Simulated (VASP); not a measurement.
Here is a VASP 6.6.1 calculation.

The input INCAR:

```
ALGO     = Normal         # electronic algorithm
EDIFF    = 1E-7           # SCF threshold, eV
EDIFFG   = -0.04          # ionic threshold
ENCUT    = 600            # plane-wave cutoff, eV
GGA      = PE             # functional
GGA_COMPAT= F            
IBRION   = 2              # ionic algorithm
ISIF     = 3              # what is computed and relaxed
ISMEAR   = 0              # smearing method
LASPH    = T              # aspherical terms in the spheres
LCHARG   = F              # write CHGCAR
LMAXMIX  = 6              # l up to which the mixer works
LREAL    = F              # projectors in reciprocal space
LWAVE    = F              # write WAVECAR
NELM     = 200            # most SCF steps
NELMIN   = 4            
NSW      = 90             # ionic steps
PREC     = Accurate       # precision mode
SIGMA    = 0.1            # smearing width, eV
```

KPOINTS

```
k-points
0
Gamma
  6 6 6
```

File POSCAR:

```
DyC4
1.0
   -2.9975622500      2.9975622500      1.8805158700
    2.9975622500     -2.9975622500      1.8805158700
    2.9975622500      2.9975622500     -1.8805158700
Dy C
1 4
Direct
    0.0000000000      0.0000000000      0.0000000000
    0.6000000200      0.2000000000      0.8000000100
    0.8000000000      0.6000000200      0.4000000200
    0.3999999800      0.8000000000      0.1999999900
    0.2000000000      0.3999999800      0.5999999800
```

Potentials or basis: VASP PAW PBE potentials, release 64 (Dy_3, C), 4f in core.

The run is started by

```console
$ cat potpaw_PBE.64/Dy_3/POTCAR potpaw_PBE.64/C/POTCAR > POTCAR
$ mpirun -np 1 vasp_std > vasp.out
```

Problem. What does it give for the relaxed cell?

Solution. a = 4.298 Å, b = 4.298 Å, c = 4.298 Å, α = 102.65°, β = 102.65°, γ = 124.18°.

Problem. Predict the band gap on the k mesh.

Solution. Zero (an odd number of electrons rules out a gap without spin polarisation).

Problem. What does it give for the relaxed volume?

Solution. 11.61 Å³/atom.

Final structure:
```
CELL_PARAMETERS angstrom
-2.68584 2.68585 2.01182
2.68584 -2.68585 2.01182
2.68585 2.68584 -2.01182
ATOMIC_POSITIONS crystal
Dy 0.00000 0.00000 0.00000
C 0.50101 0.12430 0.62531
C 0.87570 0.50101 0.37672
C 0.49899 0.87570 0.37469
C 0.12430 0.49899 0.62328
```

Caveat: spin-orbit coupling is left out, which moves the levels of the heavy elements; the 4f electrons are frozen in the core, so they carry no moment and show no levels; an odd number of electrons without spin polarisation forces a metal; a magnetic or distorted state may lie lower. Spin polarisation is off, so any magnetic state and its effect on volume and gap are missing.
